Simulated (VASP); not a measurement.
Here is a VASP 6.6.1 calculation.

File POSCAR:

```
Al
1.0
    0.0000000000      1.9966441620      1.9966441620
    1.9966441620      0.0000000000      1.9966441620
    1.9966441620      1.9966441620      0.0000000000
Al
1
Direct
    0.0000000000      0.0000000000      0.0000000000
```

File INCAR.step1:

```
SYSTEM = Al
ALGO = Normal ; EDIFF = 1E-4
ENCUT = 520 ; GGA = PE
ISMEAR = 0 ; LASPH = .TRUE.
LCHARG = .FALSE. ; LREAL = .FALSE.
LWAVE = .TRUE. ; NBANDS = 8
NELM = 100 ; PREC = Accurate
SIGMA = 0.2
```

File INCAR.step2:

```
SYSTEM = Al
ALGO = Normal ; EDIFF = 1E-6
ENCUT = 520 ; ISIF = 2
ISMEAR = 0 ; ISTART = 1
LASPH = .TRUE. ; LCHARG = .FALSE.
LMIXTAU = .TRUE. ; LREAL = .FALSE.
LWAVE = .FALSE. ; METAGGA = R2SCAN
NBANDS = 8 ; NELM = 100
PREC = Accurate ; SIGMA = 0.2
```

The input KPOINTS:

```
k-points
0
G
  28 28 28
  0 0 0
```

Potentials or basis: VASP PAW PBE potentials, release 64 (Al).

The run is started by

```bash
$ cat potpaw_PBE.64/Al/POTCAR > POTCAR
$ cp INCAR.step1 INCAR
$ mpirun -np 1 vasp_std > vasp.out
$ cp INCAR.step2 INCAR
$ mpirun -np 1 vasp_std > vasp.out
```

Question: Predict the pressure.

Answer: -0.3 GPa.

Caveat: the PAW data sets were made with another functional, which shifts forces and pressure a little.
